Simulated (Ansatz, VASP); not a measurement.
Two plane-wave programs on CuO

INCAR

```
ALGO = Normal
EDIFF = 1E-6
ENCUT = 700
GGA = PS
GGA_COMPAT = F
ISIF = 2
ISMEAR = -1
LASPH = T
LCHARG = F
LREAL = F
LWAVE = F
NBANDS = 33
NELM = 120
PREC = Accurate
SIGMA = 0.05
```

The input KPOINTS:

```
k-points
0
Gamma
  8 8 5
```

POSCAR

```
CuO
1.0
    2.0307873600     -2.1966210000      0.0000000000
    2.0307873600      2.1966210000      0.0000000000
    0.0000000000      0.0000000000      5.1559280000
Cu O
2 2
Direct
    0.5000000000      0.0000000000      0.0000000000
    0.0000000000      0.5000000000      0.5000000000
    0.5000000000      0.5000000000      0.2500000000
    0.5000000000      0.5000000000      0.7500000000
```

File input.yaml:

```yaml
crystal:
  lattice:
    - [2.03078736, -2.196621, 0.0]
    - [2.03078736, 2.196621, 0.0]
    - [0.0, 0.0, 5.155928]
  atoms:
    - { symbol: Cu, position: [0.5, 0.0, 0.0] }
    - { symbol: Cu, position: [0.0, 0.5, 0.5] }
    - { symbol: O, position: [0.5, 0.5, 0.25] }
    - { symbol: O, position: [0.5, 0.5, 0.75] }
hamiltonian:
  xc: pbesol
  pseudopotentials: { kind: paw }
kpoints:
  mp_grid: { grid: [8, 8, 5] }
  band_path:
    path:
      - [[0.0, 0.0, 0.0], [0.463677429, 0.463677429, 0.0], [0.0, 0.5, 0.0], [0.0, 0.5, 0.5], [0.463677429, 0.463677429, 0.5], [0.0, 0.0, 0.5], [0.0, 0.0, 0.0], [-0.5, 0.5, 0.0], [-0.463677429, 0.536322571, 0.0], [-0.463677429, 0.536322571, 0.5], [-0.5, 0.5, 0.5], [-0.5, 0.5, 0.0]]
      - [[0.0, 0.0, 0.5], [-0.5, 0.5, 0.5]]
    npoints: 14
scf:
  occupations: { method: fermi_dirac, width: 0.05 }
  n_extra_bands: 10
output:
  forces: true
  stress: true
  eigenvalues: true
  fatbands: false
```

Alike in both runs: functional PBEsol; k mesh 8 × 8 × 5; occupations fermi-dirac, width 0.05 eV; no spin polarisation.

|  | VASP | Ansatz |
| --- | --- | --- |
| version | VASP 6.6.1 | Ansatz 0.2.0 |
| potentials or method | VASP PAW PBE potentials, release 64 (Cu_sv_GW, O) | Ansatz PAW |
| plane-wave cutoff (eV) | 700 | 420 |
| valence electrons in the cell | 50 | 50 |
| task | single point | band structure |

Ansatz gave:

```
gap on the k mesh at the Fermi level (eV)                     : none
pressure (GPa)                                                : -10.6
traceless stress, the component that is largest in VASP (GPa) : 1.59
```

Q: Which values does VASP return?

A: gap on the k mesh at the Fermi level (eV): none; pressure (GPa): -13.2; traceless stress, the component that is largest in VASP (GPa): 1.57.

VASP's potentials were made for PBE, not for PBEsol. A gap of «none» marks a metal or a gap that the smearing closes.
